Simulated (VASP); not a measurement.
# PtS2 (P-3m1) in VASP: single point with LDA

Aim: the single point of PtS2 with LDA.

Everything below comes from runs of VASP 6.6.1. Logs are shortened: lines on timing, memory, paths and dates and some standing lists are left out, and cuts for length are marked.

**1. The cell of the first run**

Symmetry: P-3m1, No. 164, trigonal system. The conventional cell has a = 3.543 Å, b = 3.543 Å, c = 5.039 Å, α = 90.00°, β = 90.00°, γ = 120.00°. Within 3.2 Å of Pt (site symmetry -3m) lie 6 S at 2.40 Å. S (site symmetry 3m) has 3 Pt at 2.40 Å within 3.2 Å.

**2. Single point, LDA, collinear spin, ferromagnetic start**

Input file INCAR:

```
SYSTEM = PtS2
PREC = Accurate
ENCUT = 520
EDIFF = 1E-7
ISMEAR = 0
SIGMA = 0.05
LREAL = .FALSE.
LASPH = .TRUE.
NELM = 150
ALGO = Normal
ISIF = 2
LWAVE = .FALSE.
LCHARG = .FALSE.
ISPIN = 2
MAGMOM = 4 0 0
LORBIT = 11
LMAXMIX = 4
NBANDS = 22
```

Input file KPOINTS:

```
Automatic mesh
0
G
  6 6 4
  0 0 0
```

Input file POSCAR:

```
PtS2
1.0
    3.5431995400      0.0000000000      0.0000000000
   -1.7715997700      3.0685008100      0.0000000000
    0.0000000000      0.0000000000      5.0388000900
Pt S
1 2
Direct
    0.0000000000      0.0000000000      0.0000000000
    0.3333333333      0.6666666667      0.2500000000
    0.6666666667      0.3333333333      0.7500000000
```

Potentials or basis: VASP PAW LDA potentials, release 64 (Pt, S).

The run is started by

```sh
$ cat potpaw_LDA.64/Pt/POTCAR potpaw_LDA.64/S/POTCAR > POTCAR
$ mpirun -np 1 vasp_std > vasp.out
```

OUTCAR:

```text
SYSTEM = PtS2
   PREC = Accurate
   ENCUT = 520
   EDIFF = 1E-7
   ISMEAR = 0
   LREAL = .FALSE.
   LASPH = .TRUE.
   NELM = 150
   ISIF = 2
   ISPIN = 2
   LORBIT = 11

 ion  position               nearest neighbor table
   1  0.000  0.000  0.000-   2 2.40   3 2.40   3 2.40   2 2.40   3 2.40   2 2.40
   2  0.333  0.667  0.250-   1 2.40   1 2.40   1 2.40
   3  0.667  0.333  0.750-   1 2.40   1 2.40   1 2.40

  LATTYP: Found a hexagonal cell.
 ALAT       =     3.5431995400
 C/A-ratio  =     1.4221045225

  Lattice vectors:

 A1 = (   3.5431995400,   0.0000000000,   0.0000000000)
 A2 = (  -1.7715997700,   3.0685008100,   0.0000000000)
 A3 = (   0.0000000000,   0.0000000000,   5.0388000900)

Analysis of symmetry for initial positions (statically):
=====================================================================
 Subroutine PRICEL returns:
 Original cell was already a primitive cell.

 Routine SETGRP: Setting up the symmetry group for a
 hexagonal supercell.

 Subroutine GETGRP returns: Found 12 space group operations
 (whereof 12 operations were pure point group operations)
 out of a pool of 24 trial point group operations.

The static configuration has the point symmetry D_3d.

Analysis of symmetry for dynamics (positions and initial velocities):
=====================================================================
 Subroutine PRICEL returns:
 Original cell was already a primitive cell.

 Routine SETGRP: Setting up the symmetry group for a
 hexagonal supercell.

 Subroutine GETGRP returns: Found 12 space group operations
 (whereof 12 operations were pure point group operations)
 out of a pool of 24 trial point group operations.

The dynamic configuration has the point symmetry D_3d.

Analysis of structural, dynamic, and magnetic symmetry:
=====================================================================
 Subroutine PRICEL returns:
 Original cell was already a primitive cell.

 Routine SETGRP: Setting up the symmetry group for a
 hexagonal supercell.

 Subroutine GETGRP returns: Found 12 space group operations
 (whereof 12 operations were pure point group operations)
 out of a pool of 24 trial point group operations.

The overall configuration has the point symmetry D_3d.

 Subroutine INISYM returns: Found 12 space group operations
 (whereof 12 operations are pure point group operations),
 and found     1 'primitive' translations

----------------------------------------------------------------------------------------

                                     Primitive cell

  volume of cell :      54.7834

  direct lattice vectors                    reciprocal lattice vectors
     3.543199540  0.000000000  0.000000000     0.282230789  0.162946022  0.000000000
    -1.771599770  3.068500810  0.000000000     0.000000000  0.325892044  0.000000000
     0.000000000  0.000000000  5.038800090     0.000000000  0.000000000  0.198459947

  length of vectors
     3.543199540  3.543199538  5.038800090     0.325892043  0.325892044  0.198459947

  position of ions in fractional coordinates (direct lattice)
     0.000000000  0.000000000  0.000000000
     0.333333333  0.666666667  0.250000000
     0.666666667  0.333333333  0.750000000

  ion indices of the primitive-cell ions
   primitive index   ion index
                 1           1
                 2           2
                 3           3

----------------------------------------------------------------------------------------

 KPOINTS: Automatic mesh

Automatic generation of k-mesh.
 Grid dimensions read from file:
 generate k-points for:    6    6    4

 Generating k-lattice:

  Cartesian coordinates                     Fractional coordinates (reciprocal lattice)
     0.047038465  0.027157670  0.000000000     0.166666667 -0.000000000  0.000000000
     0.000000000  0.054315341  0.000000000     0.000000000  0.166666667  0.000000000
     0.000000000  0.000000000  0.049614987     0.000000000  0.000000000  0.250000000

  Length of vectors
     0.054315341  0.054315341  0.049614987

  Shift w.r.t. Gamma in fractional coordinates (k-lattice)
     0.000000000  0.000000000  0.000000000

 Subroutine IBZKPT returns following result:
 ===========================================

 Found     24 irreducible k-points:

 Following reciprocal coordinates:
            Coordinates               Weight
  0.000000  0.000000  0.000000      1.000000
  0.166667  0.000000  0.000000      6.000000
  0.333333  0.000000  0.000000      6.000000
  0.500000  0.000000  0.000000      3.000000
  0.166667  0.166667  0.000000      6.000000
  0.333333  0.166667  0.000000     12.000000
[... 16 lines left out ...]
  0.333333  0.166667  0.500000     12.000000
  0.333333  0.333333  0.500000      2.000000
   k-points           NKPTS =     24   k-points in BZ     NKDIM =     24   number of bands    NBANDS=     22
   number of dos      NEDOS =    301   number of ions     NIONS =      3
   total plane-waves  NPLWV =  31360
   dimension x,y,z NGX =    28 NGY =   28 NGZ =   40
   dimension x,y,z NGXF=    56 NGYF=   56 NGZF=   80
   ions per type =               1   2
   NGX,Y,Z   is equivalent  to a cutoff of  13.14, 13.14, 13.20 a.u.
   NGXF,Y,Z  is equivalent  to a cutoff of  26.28, 26.28, 26.39 a.u.
 SYSTEM =  PtS2
   PREC   = accura    normal or accurate (medium, high low for compatibility)
   ISTART =      0    job   : 0-new  1-cont  2-samecut
   ICHARG =      2    charge: 1-file 2-atom 10-const
   ISPIN  =      2    spin polarized calculation?
   LNONCOLLINEAR =      F non collinear calculations
   LSORBIT =      F    spin-orbit coupling
   LASPH  =      T    aspherical Exc in radial PAW
   ENCUT  =  520.0 eV  38.22 Ry    6.18 a.u.   6.59  6.59  9.37*2*pi/ulx,y,z
   NELM   =    150;   NELMIN=  2; NELMDL= -5     # of ELM steps
   EDIFF  = 0.1E-06   stopping-criterion for ELM
   LREAL  =      F    real-space projection
   EDIFFG = 0.1E-05   stopping-criterion for IOM
   NSW    =      0    number of steps for IOM
   IBRION =     -1    ionic relax: 0-MD 1-quasi-New 2-CG
   NFREE  =      0    steps in history (QN), initial steepest desc. (CG)
   ISIF   =      2    stress and relaxation
   ISYM   =      2    0-nonsym 1-usesym 2-fastsym
   POTIM  = 0.5000    time-step for ionic-motion
   TEBEG  =    0.0;   TEEND  =   0.0 temperature during run
   PSTRESS=    0.0 pullay stress
   NELECT =      22.0000    total number of electrons
   NUPDOWN=      -1.0000    fix difference up-down
   EMIN   =  10.00;   EMAX   =-10.00  energy-range for DOS
   EFERMI =   0.00;   METHOD = LEGACY
   ISMEAR =     0;   SIGMA  =   0.05  broadening in eV -4-tet -1-fermi 0-gaus
   EFERMI_NEDOS =   21; number of points for ismear=-14 and -15
   IALGO  =     38    algorithm
   IMIX   =      4    mixing-type and parameters
     AMIX     =   0.40;   BMIX     =  1.00
     AMIX_MAG =   1.60;   BMIX_MAG =  1.00
  volume/ion in A,a.u.               =      18.26       123.23
  Fermi-wavevector in a.u.,A,eV,Ry     =   1.207812  2.282434 19.848318  1.458810
  Thomas-Fermi vector in A             =   2.343439
   LORBIT       =     11    0 simple, 1 ext, 2 COOP (PROOUT), +10 PAW based schemes
   GGA     = CA    functional components
   LHFCALC =     F    Hartree Fock is set to
   AEXX    =    0.0000 exact exchange contribution
   IVDW    =     0    specifies the selected vdW correction
   LEPSILON=     F    determine dielectric tensor
   LRPA    =     F    only Hartree local field effects (RPA)
 spin polarized calculation
 Gauss-broadening in eV      SIGMA  =   0.05
  energy-cutoff  :      520.00
  volume of cell :       54.78
 maximum number of plane-waves:      1507
 NGX is ok and might be reduce to    28
   NGX = 13   NGY = 13   NGZ = 19

 number of electron      22.0000000 magnetization      -0.0000053

 number of electron      22.0000000 magnetization       0.0000108

 Free energy of the ion-electron system (eV)
  ---------------------------------------------------
  ext. energy  EPLUGINS =         0.00000000
  ---------------------------------------------------
  free energy    TOTEN  =       -18.12863799 eV

  energy without entropy =      -18.12863799  energy(sigma->0) =      -18.12863799

 E-fermi :   6.9484     XC(G=0): -11.0043

 val. band max:        6.7463447275   @ k =   0.0000   0.0000   0.0000
 cond. band min:       7.2010308028   @ k =   0.3333   0.3333   0.0000
 fundamental gap:      0.4546860753
 Fermi energy:         6.9483584048

 spin component 1

 k-point     1 :       0.0000    0.0000    0.0000
  band No.  band energies     occupation
      1      -8.4982      1.00000
      2      -5.6268      1.00000
      3      -0.3829      1.00000
      4       0.2341      1.00000
      5       0.2341      1.00000
      6       2.8950      1.00000
[... 14 lines left out ...]
     21      19.9044      0.00000
     22      19.9102      0.00000
[... 551 lines left out ...]
 k-point    24 :       0.3333    0.3333    0.5000
  band No.  band energies     occupation
      1      -6.3251      1.00000
      2      -6.3251      1.00000
      3       0.3655      1.00000
      4       0.3655      1.00000
      5       0.6240      1.00000
      6       2.3254      1.00000
[... 14 lines left out ...]
     21      18.2917      0.00000
     22      20.4193      0.00000
 Fermi energy:         6.9483584048

 spin component 2

 k-point     1 :       0.0000    0.0000    0.0000
  band No.  band energies     occupation
      1      -8.4981      1.00000
      2      -5.6267      1.00000
      3      -0.3828      1.00000
      4       0.2341      1.00000
      5       0.2341      1.00000
      6       2.8951      1.00000
[... 14 lines left out ...]
     21      19.9102      0.00000
     22      19.9103      0.00000
[... 552 lines left out ...]
  band No.  band energies     occupation
      1      -6.3251      1.00000
      2      -6.3251      1.00000
      3       0.3655      1.00000
      4       0.3655      1.00000
      5       0.6240      1.00000
      6       2.3254      1.00000
[... 14 lines left out ...]
     21      18.2917      0.00000
     22      20.4193      0.00000

------------------------ aborting loop because EDIFF is reached ----------------------------------------

  FORCE on cell =-STRESS in cart. coord.  units (eV):
  Direction    XX          YY          ZZ          XY          YZ          ZX
  --------------------------------------------------------------------------------------
  -------------------------------------------------------------------------------------
  Total       -1.6340051     -1.6340051     -2.3901607      0.0000000     -0.0000000     -0.0000000
  in kB      -47.7875754    -47.7875754    -69.9018561      0.0000000     -0.0000000     -0.0000000
  external PRESSURE =     -55.1590023 kB  Pullay stress =       0.0000000 kB

 VOLUME and BASIS-vectors are now :
 -----------------------------------------------------------------------------
  energy-cutoff  :      520.00
  volume of cell :       54.78
      direct lattice vectors                 reciprocal lattice vectors
     3.543199540  0.000000000  0.000000000     0.282230789  0.162946022  0.000000000
    -1.771599770  3.068500810  0.000000000     0.000000000  0.325892044  0.000000000
     0.000000000  0.000000000  5.038800090     0.000000000  0.000000000  0.198459947

 POSITION                                       TOTAL-FORCE (eV/Angst)
 -----------------------------------------------------------------------------------
      0.00000      0.00000      0.00000         0.000000      0.000000      0.000000
     -0.00000      2.04567      1.25970         0.000000      0.000000     -0.695601
      1.77160      1.02283      3.77910         0.000000     -0.000000      0.695601
 -----------------------------------------------------------------------------------
    total drift:                               -0.000000     -0.000000     -0.000000

  FREE ENERGIE OF THE ION-ELECTRON SYSTEM (eV)
  ---------------------------------------------------
  free  energy   TOTEN  =       -18.1286379899 eV

  energy  without entropy=      -18.1286379899  energy(sigma->0) =      -18.12863799

 total charge

# of ion       s       p       d       tot
------------------------------------------
    1        0.690   0.755   7.989   9.433
    2        1.364   2.245   0.000   3.609
    3        1.364   2.245   0.000   3.609
--------------------------------------------------
tot          3.417   5.245   7.989  16.651

 magnetization (x)

# of ion       s       p       d       tot
------------------------------------------
    1       -0.000  -0.000   0.000  -0.000
    2        0.000   0.000   0.000   0.000
    3        0.000   0.000   0.000   0.000
--------------------------------------------------
tot         -0.000   0.000   0.000   0.000
```

It took 44 s on 1 thread of Intel Xeon 6975P-C, shared host; peak memory 0.19 GiB.

What came out:

```
Free energy                                           : -18.1286 eV
Pressure                                              : -5.5 GPa
Largest force                                         : 0.696 eV/Å
Band gap on the k mesh                                : 0.45 eV, indirect (least direct gap 1.22 eV)
Net moment                                            : 0.00 μB per cell
Valence electrons inside the program's atomic spheres : Pt 9.43; S 3.61
```

Forces on the atoms (eV/Å):
```
Pt   0.000  0.000  0.000
S    0.000  0.000 -0.696
S    0.000  0.000  0.696
```

Caveat: spin-orbit coupling is left out, which moves the levels of the heavy elements.
